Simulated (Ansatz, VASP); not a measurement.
Ti3O4: VASP beside Ansatz

File POSCAR:

```
Ti3O4
1.0
    2.9202380355     -4.0715797757      0.0000000000
    2.9202380355      4.0715797757      0.0000000000
    0.0000000000      0.0000000000      3.0141737100
Ti O
3 4
Direct
    0.0000000000      0.0000000000      0.5000000000
    0.5000000000      0.0000000000      0.0000000000
    0.0000000000      0.5000000000      0.0000000000
    0.7650007800      0.7650007800      0.0000000000
    0.2571340100      0.7428659900      0.5000000000
    0.2349992200      0.2349992200      0.0000000000
    0.7428659900      0.2571340100      0.5000000000
```

File INCAR.step1:

```
PREC     = Accurate       # precision mode
ENCUT    = 520            # plane-wave cutoff, eV
ISMEAR   = 0              # smearing method
SIGMA    = 0.1            # smearing width, eV
LREAL    = False          # projectors in reciprocal space
LASPH    = True           # aspherical terms in the spheres
NELM     = 150            # most SCF steps
ISPIN    = 2              # spin polarisation
MAGMOM   = 1 1 1 0 0 0 0  # initial moments
LMAXMIX  = 4              # l up to which the mixer works
NBANDS   = 43             # bands
GGA      = PE             # functional
ALGO     = Normal         # electronic algorithm
EDIFF    = 1E-4           # SCF threshold, eV
LWAVE    = True           # write WAVECAR
LCHARG   = False          # write CHGCAR
```

INCAR.step2

```
PREC     = Accurate       # precision mode
ENCUT    = 520            # plane-wave cutoff, eV
EDIFF    = 1E-6           # SCF threshold, eV
ISMEAR   = 0              # smearing method
SIGMA    = 0.1            # smearing width, eV
LREAL    = False          # projectors in reciprocal space
LASPH    = True           # aspherical terms in the spheres
NELM     = 150            # most SCF steps
ALGO     = Normal         # electronic algorithm
ISIF     = 2              # what is computed and relaxed
LWAVE    = False          # write WAVECAR
LCHARG   = True           # write CHGCAR
ISPIN    = 2              # spin polarisation
MAGMOM   = 1 1 1 0 0 0 0  # initial moments
LORBIT   = 11             # projections on sites
LMAXMIX  = 4              # l up to which the mixer works
METAGGA  = R2SCAN         # meta-GGA
LMIXTAU  = True         
LELF     = True           # ELF
LVHAR    = True         
NBANDS   = 43             # bands
ISTART   = 1
```

Contents of KPOINTS:

```
regular mesh
0
Gamma
  4 4 6
```

Input for Ansatz:

```yaml
crystal:
  lattice:
    - [2.9202380355, -4.0715797757, 0.0]
    - [2.9202380355, 4.0715797757, 0.0]
    - [0.0, 0.0, 3.01417371]
  atoms:
    - { symbol: Ti, position: [0.0, 0.0, 0.5], spin: 1.0 }
    - { symbol: Ti, position: [0.5, 0.0, 0.0], spin: 1.0 }
    - { symbol: Ti, position: [0.0, 0.5, 0.0], spin: 1.0 }
    - { symbol: O, position: [0.76500078, 0.76500078, 0.0] }
    - { symbol: O, position: [0.25713401, 0.74286599, 0.5] }
    - { symbol: O, position: [0.23499922, 0.23499922, 0.0] }
    - { symbol: O, position: [0.74286599, 0.25713401, 0.5] }
basis:
  ecutwfc: 500
kpoints:
  mp_grid: { grid: [4, 4, 6] }
hamiltonian:
  xc: r2scan
scf:
  occupations: { method: gaussian, width: 0.1 }
  lower_state_search: "off"
output:
  forces: true
  stress: true
  eigenvalues: true
  populations: true
magnetization:
  spin_polarized: true
```

Alike in both runs: task single point; functional r2SCAN; k mesh 4 × 4 × 6; occupations gaussian, width 0.1 eV; collinear spin.

|  | VASP | Ansatz |
| --- | --- | --- |
| version | VASP 6.6.1 | Ansatz 0.2.0 |
| potentials or method | VASP PAW PBE potentials, release 64 (Ti_sv, O), cutoff 520 eV | scalar-relativistic, plane waves, PAW |
| valence electrons in the cell | 60 | 60 |

|  | VASP | Ansatz | Ansatz less VASP |
| --- | --- | --- | --- |
| gap on the k mesh at the Fermi level (eV) | none | none | - |
| pressure (GPa) | 0.1 | -1.4 | -1.54 |
| traceless stress, the component that is largest in VASP (GPa) | -1.18 | -1.09 | +0.088 |
| rms of the force components (eV/Å) | 0.008 | 0.022 | +0.0142 |
| net moment per atom (μB) | 0.00 | 0.03 | +0.035 |
| size of the moment on the site where the two differ most (μB) | 0.00 | 0.09 | +0.093 |

VASP's potentials were made for PBE, not for r2SCAN. Site moments also hang on the region over which each program counts them. Atom by atom the forces differ by 0.030 eV/Å (rms over components). A gap of «none» marks a metal or a gap that the smearing closes. Ansatz's warnings: seeded moment not kept, stability check not made.
